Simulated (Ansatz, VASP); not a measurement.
# H: VASP beside Ansatz

```
H
1.0
    12.00000    0.00000    0.00000
     0.00000   12.30000    0.00000
     0.00000    0.00000   12.60000
H
2
Direct
  0.50000 0.50000 0.47041
  0.50000 0.50000 0.52959
```

Alike in both runs: functional BLYP; k mesh 1 × 1 × 1; occupations fermi-dirac, width 0.01 eV; no spin polarisation.

Ansatz relaxed the structure, and its values are those at the end. VASP's run is a single point on that final structure, the one shown.

```csv
,VASP,Ansatz
version,VASP 6.6.1,Ansatz 0.2.0
potentials or method,"VASP PAW PBE potentials, release 64 (H), cutoff 520 eV","plane waves (420 eV) with PAW, scalar-relativistic"
valence electrons in the cell,2,2
```

```csv
,VASP,Ansatz,Ansatz less VASP
rms of the force components (eV/Å),0.006,0.004,-0.0015
```

VASP's potentials were made for PBE, not for BLYP.
